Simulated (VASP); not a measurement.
Here is a VASP 6.6.1 calculation.

INCAR

```
SYSTEM = KF
PREC = Accurate
ENCUT = 600
EDIFF = 1E-6
ISMEAR = -1
SIGMA = 0.13605693122994
LREAL = .False.
LASPH = .True.
NELM = 120
ALGO = Normal
ISIF = 2
LWAVE = .False.
LCHARG = .False.
GGA = PE
NBANDS = 15
GGA_COMPAT = .False.
```

Contents of KPOINTS:

```
regular mesh
0
Gamma
  2 2 2
  0 0 0
```

Contents of POSCAR:

```
KF
1.0
    0.0000000000      2.6544134050      2.6544134050
    2.6544134050      0.0000000000      2.6544134050
    2.6544134050      2.6544134050      0.0000000000
K F
1 1
Direct
    0.0000000000      0.0000000000      0.0000000000
    0.5000000000      0.5000000000      0.5000000000
```

Potentials or basis: VASP PAW PBE potentials, release 64 (K_sv, F).

Launch:

```bash
$ cat potpaw_PBE.64/K_sv/POTCAR potpaw_PBE.64/F/POTCAR > POTCAR
$ mpirun -np 1 vasp_std > vasp.out
```

Question: Predict the band gap on the k mesh.

Answer: 6.25 eV, direct.

Question: Predict the pressure.

Answer: 2.2 GPa.

Caveat: the k points lie up to 1.02 Å⁻¹ apart. PBE gaps usually lie below the measured ones, often by a third to a half.
